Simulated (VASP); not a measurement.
## Fe: single point with PBEsol

Fe:

```xyz
1
Lattice="2.2319 0.0000 0.0000 0.0000 2.2319 0.0000 0.0000 0.0000 2.2319" Properties=species:S:1:pos:R:3 pbc="T T T"
Fe    0.0000    0.0000    0.0000
```

This isn't the form of Fe at room conditions, which is bcc.

- Program: VASP 6.6.1
- Task: single point
- Functional: PBEsol
- Potentials or basis: VASP PAW PBE potentials, release 64 (Fe)
- Cutoff: 520 eV
- k mesh: 15 × 15 × 15
- Occupations: fermi-dirac, width 0.05 eV
- Spin: collinear spin, ferromagnetic start
- Starting moments: [2.263] μB

- Pressure: 21.4 GPa
- Band gap on the k mesh: zero (filled and empty bands overlap)
- Net moment: 1.96 μB per cell
- Site moments: Fe +1.94 μB
- Valence electrons inside the program's atomic spheres: Fe 7.54

Levels at points of the mesh, in eV from the Fermi level:
Spin up:
| k point | band 3 | band 4 | band 5 | band 6 | band 7 | band 8 |
| --- | --- | --- | --- | --- | --- | --- |
| (0.00, 0.00, 0.00) | -4.56 | 0.02 | 0.02 | 0.02 | 21.00 | 21.00 |
Spin down:
```csv
k point,band 1,band 2,band 3,band 4,band 5,band 6,band 7,band 8
"(0.00, 0.00, 0.00)",-8.45,-3.32,-3.32,2.50,2.50,2.50,21.57,21.57
```

Wall time 16 s on 1 thread of Intel(R) Xeon(R) 6975P-C (Granite Rapids) (shared host), peak memory 0.14 GiB.

Caveat: the cell stands under pressure; the PAW data sets were made with another functional, which shifts forces and pressure a little.
